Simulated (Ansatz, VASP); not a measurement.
# C in VASP and in Ansatz

```
C
1.0
     4.76560    0.00000    0.00000
    -2.38280    4.12713    0.00000
     0.00000    0.00000    3.78439
C
12
Direct
  0.62220 0.66580 0.31317
  0.33420 0.95639 0.31317
  0.04361 0.37780 0.31317
  0.37780 0.33420 0.81317
  0.66580 0.04361 0.81317
  0.95639 0.62220 0.81317
  0.33420 0.37780 0.18683
  0.62220 0.95639 0.18683
  0.04361 0.66580 0.18683
  0.66580 0.62220 0.68683
  0.37780 0.04361 0.68683
  0.95639 0.33420 0.68683
```

Alike in both runs: task single point; functional PBE; k mesh 6 × 6 × 4; occupations gaussian, width 0.1 eV; no spin polarisation.

|  | VASP | Ansatz |
| --- | --- | --- |
| version | VASP 6.6.1 | Ansatz 0.2.0 |
| potentials or method | VASP PAW PBE potentials, release 64 (C), cutoff 520 eV | scalar-relativistic, plane waves, PAW |
| valence electrons in the cell | 48 | 48 |

|  | VASP | Ansatz | Ansatz less VASP |
| --- | --- | --- | --- |
| gap on the k mesh at the Fermi level (eV) | none | none | - |
| pressure (GPa) | 25.2 | 24.4 | -0.81 |
| traceless stress, the component that is largest in VASP (GPa) | 78.95 | 78.90 | -0.044 |
| rms of the force components (eV/Å) | 2.396 | 2.382 | -0.0140 |

Atom by atom the forces differ by 0.019 eV/Å (rms over components). A gap of «none» marks a metal or a gap that the smearing closes.

The k mesh is coarse, so the values compare programs but aren't converged.
